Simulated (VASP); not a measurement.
Here is a VASP 6.6.1 calculation.

Contents of INCAR:

```
ALGO = Normal
EDIFF = 1E-6
ENCUT = 520
GGA = PE
ISIF = 2
ISMEAR = 0
LASPH = True
LCHARG = True
LELF = True
LREAL = False
LVHAR = True
LWAVE = False
NBANDS = 26
NELM = 60
PREC = Accurate
SIGMA = 0.01
```

The input KPOINTS:

```
k-points
0
Gamma
  1 1 1
```

The input POSCAR:

```
Si
1.0
    5.4310000000      0.0000000000      0.0000000000
    0.0000000000      5.4310000000      0.0000000000
    0.0000000000      0.0000000000      5.4310000000
Si
8
Direct
    0.0098960000     -0.0001610000      0.0000660000
   -0.0001030000      0.4900500000      0.4998610000
    0.5001920000      0.0000700000      0.5149180000
    0.4998250000      0.5001350000      0.0001590000
    0.2499350000      0.2598430000      0.2501910000
    0.2501580000      0.7499850000      0.7398440000
    0.7601010000      0.2501880000      0.7499210000
    0.7499480000      0.7501480000      0.2501000000
```

Potentials or basis: VASP PAW PBE potentials, release 64 (Si).

The run is started by

```console
$ cat potpaw_PBE.64/Si/POTCAR > POTCAR
$ mpirun -np 1 vasp_gam > vasp.out
```

Predict the band gap on the k mesh.

0.27 eV.

Predict the largest force.

1.191 eV/Å.

Predict the pressure.

10.8 GPa.

Stress tensor (GPa, compression positive):
```
10.92  1.47 -1.07
 1.47 10.61 -0.07
-1.07 -0.07 10.81
```

Caveat: the k points lie up to 1.16 Å⁻¹ apart; forces of over 1 eV/Å act on the atoms, so gaps and moduli don't describe the material at rest. A k mesh can miss the band edges.
